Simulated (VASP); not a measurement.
# Hf4C: single point with PBE

Hf4C:

```
CELL_PARAMETERS angstrom
-3.99023 3.99023 1.67678
3.99023 -3.99023 1.67678
3.99023 3.99023 -1.67678
ATOMIC_POSITIONS crystal
Hf 0.00000 0.72899 0.72899
Hf 0.00000 0.27101 0.27101
Hf 0.72899 0.00000 0.72899
Hf 0.27101 0.00000 0.27101
C 0.00000 0.00000 0.00000
```

```yaml
Program: VASP 6.6.1
Task: single point
Functional: PBE
Potentials_or_basis: VASP PAW PBE potentials, release 64 (Hf_pv, C)
Cutoff: 520 eV
k_mesh: 4 × 4 × 4
Occupations: gaussian, width 0.2 eV
Spin: no spin polarisation
```

The pressure is 0.0 GPa. The largest force is 0.016 eV/Å and the band gap on the k mesh is zero (band 22 reaches 4.16 eV, above the bottom of band 23 at 4.00 eV).

Forces on the atoms (eV/Å):
```
Hf   0.016  0.000  0.000
Hf  -0.016  0.000  0.000
Hf   0.000  0.016  0.000
Hf   0.000 -0.016  0.000
C    0.000  0.000  0.000
```

Stress tensor (GPa, compression positive):
```
 0.14  0.00  0.00
 0.00  0.14  0.00
 0.00  0.00 -0.17
```

Levels at points of the mesh, in eV from the Fermi level:
```
           k point  band 18  band 19  band 20  band 21  band 22  band 23  band 24  band 25  band 26  band 27
(0.00, 0.00, 0.00)    -1.25    -1.25    -1.12    -0.67    -0.20     0.33     1.24     1.68     1.68     1.90
(0.50, 0.00, 0.00)    -1.82    -1.58    -0.98    -0.69    -0.45     0.55     0.71     0.87     1.68     2.11
(0.50, 0.50, 0.00)    -1.80    -1.63    -1.22    -1.03    -0.45     0.78     1.16     1.61     1.95     2.15
(0.50, 0.50, 0.50)    -2.34    -2.18    -0.90    -0.29    -0.29     0.62     0.70     0.90     1.91     2.05
```

It took 96 s on 1 thread of Intel(R) Xeon(R) Platinum 8488C (Sapphire Rapids), on a shared host, peak memory 0.32 GiB.

Caveat: the k points lie up to 0.51 Å⁻¹ apart; spin-orbit coupling is left out, which moves the levels of the heavy elements.
